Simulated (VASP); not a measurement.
The system is SnTe.

```
CELL_PARAMETERS angstrom
0.00000 3.58398 3.58398
3.58398 0.00000 3.58398
3.58398 3.58398 0.00000
ATOMIC_POSITIONS crystal
Sn 0.00000 0.00000 0.00000
Te 0.25000 0.25000 0.25000
```

Base run:

```yaml
Program: VASP 6.6.1
Functional: PBE
Potentials_or_basis: VASP PAW PBE potentials, release 64 (Sn_d, Te)
Cutoff: 500 eV
k_mesh: 6 × 6 × 6
Occupations: fermi-dirac, width 0.02 eV
Spin: no spin polarisation
```

Its results: band gap on the k mesh 0.22 eV, indirect (least direct gap 0.77 eV); pressure 0.5 GPa.

Question: The run is repeated on the same cell with these changes: functional from PBE to LDA; potentials or basis from VASP PAW PBE potentials, release 64 (Sn_d, Te) to VASP PAW LDA potentials, release 64 (Sn_d, Te). What comes out?

Answer: Band gap on the k mesh 0.14 eV, indirect (least direct gap 0.70 eV); pressure -1.7 GPa.

Caveats: spin-orbit coupling is left out, which moves the levels of the heavy elements.

A k mesh can miss the band edges.
